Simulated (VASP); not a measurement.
LiCl:

```xyz
4
Lattice="4.0784 0.0000 0.0000 -2.0392 3.5320 0.0000 0.0000 0.0000 6.5189" Properties=species:S:1:pos:R:3 pbc="T T T"
Li    0.0000    2.3547   -0.0204
Li    2.0392    1.1773    3.2391
Cl    0.0000    2.3547    2.4650
Cl    2.0392    1.1773    5.7244
```

This cell differs from its parent crystal: strain +4.7%.

Base run:

- Program: VASP 6.6.1
- Functional: PBE
- Potentials or basis: VASP PAW PBE potentials, release 64 (Li_sv, Cl)
- Cutoff: 520 eV
- k mesh: 12 × 12 × 4
- Occupations: fermi-dirac, width 0.02 eV
- Spin: no spin polarisation

Its results: band gap on the k mesh 5.58 eV; largest force 0.005 eV/Å.

Q: The run is repeated on the same cell with these changes: functional from PBE to r2SCAN; occupations from fermi-dirac, width 0.02 eV to gaussian, width 0.01 eV. What comes out?

A: Band gap on the k mesh 6.26 eV; largest force 0.005 eV/Å.

Caveats: the PAW data sets were made with another functional, which shifts forces and pressure a little (at least some runs).

A k mesh can miss the band edges.
